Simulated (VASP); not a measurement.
A run of VASP 6.6.1:

The input INCAR:

```
PREC     = Accurate       # precision mode
ENCUT    = 520            # plane-wave cutoff, eV
EDIFF    = 1E-6           # SCF threshold, eV
ISMEAR   = 0              # smearing method
SIGMA    = 0.15           # smearing width, eV
LREAL    = False          # projectors in reciprocal space
LASPH    = True           # aspherical terms in the spheres
NELM     = 80             # most SCF steps
ALGO     = Fast           # electronic algorithm
ISIF     = 2              # what is computed and relaxed
LWAVE    = False          # write WAVECAR
LCHARG   = False          # write CHGCAR
GGA      = PS             # functional
NBANDS   = 18             # bands
```

KPOINTS

```
Automatic mesh
0
Gamma
  22 22 14
```

POSCAR

```
Au
1.0
   -1.6210733944      1.6210733944      1.6210733944
    1.6210733944     -1.6210733944      1.6210733944
    3.2421467888      3.2421467888      0.0000000000
Au
2
Direct
    0.0925312824      0.0925312824      0.0000000000
    0.4074687176      0.4074687176      0.5000000000
```

Potentials or basis: VASP PAW PBE potentials, release 64 (Au).

Run with:

```bash
$ cat potpaw_PBE.64/Au/POTCAR > POTCAR
$ mpirun -np 1 vasp_std > vasp.out
```

Hardware: 1 thread of Intel(R) Xeon(R) 6975P-C (Granite Rapids) (shared host).

Problem. Estimate the wall time of this run.

Solution. Run time: 3.6 min on 1 thread of Intel(R) Xeon(R) 6975P-C (Granite Rapids) (shared host), peak memory 0.59 GiB. Counts: scf iterations 13, k points 1064.
